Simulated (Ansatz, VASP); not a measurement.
**One calculation of Sn3SbSe, two programs**

INCAR

```
SYSTEM = Sn3SbSe
PREC = Accurate
ENCUT = 520
EDIFF = 1E-7
ISMEAR = 0
SIGMA = 0.1
LREAL = .FALSE.
LASPH = .TRUE.
NELM = 60
ALGO = Normal
ISIF = 2
LWAVE = .FALSE.
LCHARG = .FALSE.
GGA = PE
NBANDS = 34
```

The input KPOINTS:

```
Automatic mesh
0
G
  4 4 4
  0 0 0
```

The input POSCAR:

```
Sn3SbSe
1.0
    5.0170961900      0.0000000000      0.0000000000
    0.0000000000      5.0170961900      0.0000000000
    0.0000000000      0.0000000000      5.0170961900
Sn Sb Se
3 1 1
Direct
    0.0000000000      0.5000000000      0.5000000000
    0.5000000000      0.0000000000      0.5000000000
    0.5000000000      0.5000000000      0.0000000000
    0.5000000000      0.5000000000      0.5000000000
    0.0000000000      0.0000000000      0.0000000000
```

Input for Ansatz:

```yaml
crystal:
  lattice:
    - [5.01709619, 0.0, 0.0]
    - [0.0, 5.01709619, 0.0]
    - [0.0, 0.0, 5.01709619]
  atoms:
    - { symbol: Sn, position: [0.0, 0.5, 0.5] }
    - { symbol: Sn, position: [0.5, 0.0, 0.5] }
    - { symbol: Sn, position: [0.5, 0.5, 0.0] }
    - { symbol: Sb, position: [0.5, 0.5, 0.5] }
    - { symbol: Se, position: [0.0, 0.0, 0.0] }
basis:
  ecutwfc: 420
kpoints:
  mp_grid: { grid: [4, 4, 4] }
hamiltonian:
  xc: pbe
scf:
  occupations: { method: gaussian, width: 0.1 }
  lower_state_search: "off"
output:
  forces: true
  stress: true
  eigenvalues: true
```

Change from the starting cell: species swapped into the KCdF3 type (Pm-3m, No. 221).

Alike in both runs: task single point; functional PBE; k mesh 4 × 4 × 4; occupations gaussian, width 0.1 eV; no spin polarisation.

|  | VASP | Ansatz |
| --- | --- | --- |
| version | VASP 6.6.1 | Ansatz 0.2.0 |
| potentials or method | VASP PAW PBE potentials, release 64 (Sn_d, Sb, Se), cutoff 520 eV | scalar-relativistic, plane waves, PAW |
| valence electrons in the cell | 53 | 73 |

Ansatz gave:

| Quantity | Value |
| --- | --- |
| gap on the k mesh at the Fermi level (eV) | none |
| pressure (GPa) | 27.2 |

Task: Which values does VASP return?

Result: gap on the k mesh at the Fermi level (eV): none; pressure (GPa): 27.3.

A gap of «none» marks a metal or a gap that the smearing closes. VASP's potentials hold 53 valence electrons a cell and Ansatz's 73, so a difference there can come from the potentials and not from the codes.

Spin-orbit coupling is off throughout.
